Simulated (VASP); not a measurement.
The system is Zr.

```
Zr
1.0
     4.78002    0.00000    0.00000
     0.00000    4.78002    0.00000
     0.00000    0.00000    4.78002
Zr
4
Direct
  0.03000 0.03000 0.03000
  0.47000 0.97000 0.53000
  0.53000 0.47000 0.97000
  0.97000 0.53000 0.47000
```

* Program: VASP 6.6.1
* Task: relaxation of cell and atoms
* Functional: PBE
* Potentials or basis: VASP PAW PBE potentials, release 64 (Zr_sv)
* Cutoff: 600 eV
* k mesh: 4 × 4 × 4
* Occupations: gaussian, width 0.1 eV
* Spin: no spin polarisation

At the start: pressure -9.6 GPa; volume 27.30 Å³/atom.

Q: How do energy, volume and symmetry change on relaxing?

A: Over 8 steps the energy falls by 296.7 meV/atom and the volume is 23.19 Å³/atom (-15.1 %); space group P2_13 (No. 198, to 0.1 Å) before, Fm-3m (No. 225, to 0.1 Å).

The path:
```tsv
step	energy change (eV)	largest force (eV/Å)	pressure (GPa)	volume (Å³)
1	0.0000	1.0736	-9.59	109.22
2	-0.5023	1.2501	9.99	85.36
3	-0.6617	1.2744	1.69	92.27
4	-0.9450	0.8876	1.89	91.69
5	-1.1591	0.2291	2.09	90.80
6	-1.1707	0.0224	2.35	90.53
7	-1.1483	0.0065	-3.32	96.33
8	-1.1867	0.0102	-0.03	92.76
```

Final structure:
```
Zr
1.0
     4.52677    0.00000    0.00000
     0.00000    4.52677    0.00000
     0.00000    0.00000    4.52677
Zr
4
Direct
  0.00021 0.00021 0.00021
  0.49979 0.99979 0.50021
  0.50021 0.49979 0.99979
  0.99979 0.50021 0.49979
```

Caveat: the volume moved by over 15 % at a fixed basis, so the end points are rough; the highest band is partly filled, so the run has too few bands.
